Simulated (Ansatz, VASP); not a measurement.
# KNb3O in VASP and in Ansatz

The input INCAR:

```
SYSTEM = KNb3O
PREC = Accurate
ENCUT = 520
EDIFF = 1E-6
ISMEAR = 0
SIGMA = 0.1
LREAL = .FALSE.
LASPH = .TRUE.
NELM = 60
ALGO = Normal
ISIF = 2
LWAVE = .FALSE.
LCHARG = .FALSE.
GGA = PE
NBANDS = 35
```

The input KPOINTS:

```
regular mesh
0
G
  4 4 4
  0 0 0
```

POSCAR

```
KNb3O
1.0
    4.0653155700      0.0000000000      0.0000000000
    0.0000000000      4.0653155700      0.0000000000
    0.0000000000      0.0000000000      6.9094865600
K Nb O
1 3 1
Direct
    0.5000000000      0.5000000000      0.5000000000
    0.5000000000      0.5000000000      0.0000000000
    0.0000000000      0.0000000000      0.8558533600
    0.0000000000      0.0000000000      0.1441466400
    0.0000000000      0.0000000000      0.5000000000
```

Input for Ansatz:

```yaml
crystal:
  lattice:
    - [4.06531557, 0.0, 0.0]
    - [0.0, 4.06531557, 0.0]
    - [0.0, 0.0, 6.90948656]
  atoms:
    - { symbol: K, position: [0.5, 0.5, 0.5] }
    - { symbol: Nb, position: [0.5, 0.5, 0.0] }
    - { symbol: Nb, position: [0.0, 0.0, 0.85585336] }
    - { symbol: Nb, position: [0.0, 0.0, 0.14414664] }
    - { symbol: O, position: [0.0, 0.0, 0.5] }
basis:
  ecutwfc: 420
kpoints:
  mp_grid: { grid: [4, 4, 4] }
hamiltonian:
  xc: pbe
scf:
  occupations: { method: gaussian, width: 0.1 }
  lower_state_search: "off"
output:
  forces: true
  stress: true
  eigenvalues: true
```

Alike in both runs: task single point; functional PBE; k mesh 4 × 4 × 4; occupations gaussian, width 0.1 eV; no spin polarisation.

|  | VASP | Ansatz |
| --- | --- | --- |
| version | VASP 6.6.1 | Ansatz 0.2.0 |
| potentials or method | VASP PAW PBE potentials, release 64 (K_sv, Nb_sv, O), cutoff 520 eV | scalar-relativistic, plane waves, PAW |
| valence electrons in the cell | 54 | 54 |

Ansatz gave:

```
gap on the k mesh at the Fermi level (eV)                     : none
pressure (GPa)                                                : -5.2
traceless stress, the component that is largest in VASP (GPa) : 10.64
rms of the force components (eV/Å)                            : 3.122
```

Problem. Which values does VASP return?

Solution. gap on the k mesh at the Fermi level (eV): none; pressure (GPa): -5.3; traceless stress, the component that is largest in VASP (GPa): 10.48; rms of the force components (eV/Å): 3.094.

Atom by atom the forces differ by 0.028 eV/Å (rms over components). A gap of «none» marks a metal or a gap that the smearing closes.

The k mesh is coarse, so the values compare programs but aren't converged.
